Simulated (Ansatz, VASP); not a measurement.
**ZnO in VASP and in Ansatz**

The input INCAR:

```
PREC = Accurate
ENCUT = 520
EDIFF = 1E-6
ISMEAR = 0
SIGMA = 0.05
LREAL = F
LASPH = T
NELM = 80
ALGO = Normal
ISIF = 2
LWAVE = F
LCHARG = F
GGA = PE
NBANDS = 26
```

The input KPOINTS:

```
Automatic mesh
0
Gamma
  12 12 6
```

File POSCAR:

```
ZnO
1.0
    3.0171172954      0.0000000000      0.0000000000
   -1.5085586477      2.6129002241      0.0000000000
    0.0000000000      0.0000000000      5.0814052441
Zn O
2 2
Direct
    0.3333333333      0.6666666667      0.0015026881
    0.6666666667      0.3333333333      0.5015026881
    0.3333333333      0.6666666667      0.3805973119
    0.6666666667      0.3333333333      0.8805973119
```

Input for Ansatz:

```yaml
crystal:
  lattice:
    - [3.0171172954, 0.0, 0.0]
    - [-1.5085586477, 2.6129002241, 0.0]
    - [0.0, 0.0, 5.0814052441]
  atoms:
    - { symbol: Zn, position: [0.3333333333, 0.6666666667, 0.0015026881] }
    - { symbol: Zn, position: [0.6666666667, 0.3333333333, 0.5015026881] }
    - { symbol: O, position: [0.3333333333, 0.6666666667, 0.3805973119] }
    - { symbol: O, position: [0.6666666667, 0.3333333333, 0.8805973119] }
basis:
  ecutwfc: 420
kpoints:
  mp_grid: { grid: [12, 12, 6] }
hamiltonian:
  xc: pbe
scf:
  occupations: { method: gaussian, width: 0.05 }
output:
  forces: true
  stress: true
  eigenvalues: true
```

Change from the starting cell: strain -0.080 along x and y, -0.040 along z, atoms carried along.

Alike in both runs: task single point; functional PBE; k mesh 12 × 12 × 6; occupations gaussian, width 0.05 eV; no spin polarisation.

|  | VASP | Ansatz |
| --- | --- | --- |
| version | VASP 6.6.1 | Ansatz 0.2.0 |
| potentials or method | VASP PAW PBE potentials, release 64 (Zn, O), cutoff 520 eV | scalar-relativistic, plane waves, PAW |
| valence electrons in the cell | 36 | 36 |

|  | VASP | Ansatz | Ansatz less VASP |
| --- | --- | --- | --- |
| gap on the k mesh at the Fermi level (eV) | 0.93 | 0.93 | +0.006 |
| least direct gap on the mesh (eV) | 0.93 | 0.93 | +0.006 |
| pressure (GPa) | 45.2 | 43.0 | -2.19 |
| traceless stress, the component that is largest in VASP (GPa) | -11.92 | -11.50 | +0.415 |
| rms of the force components (eV/Å) | 0.494 | 0.471 | -0.0231 |

Atom by atom the forces differ by 0.023 eV/Å (rms over components). Both programs put the cell under a high pressure, so it lies far from rest at this level. With one functional, cell and mesh, what is left measures potentials, basis and numerics.
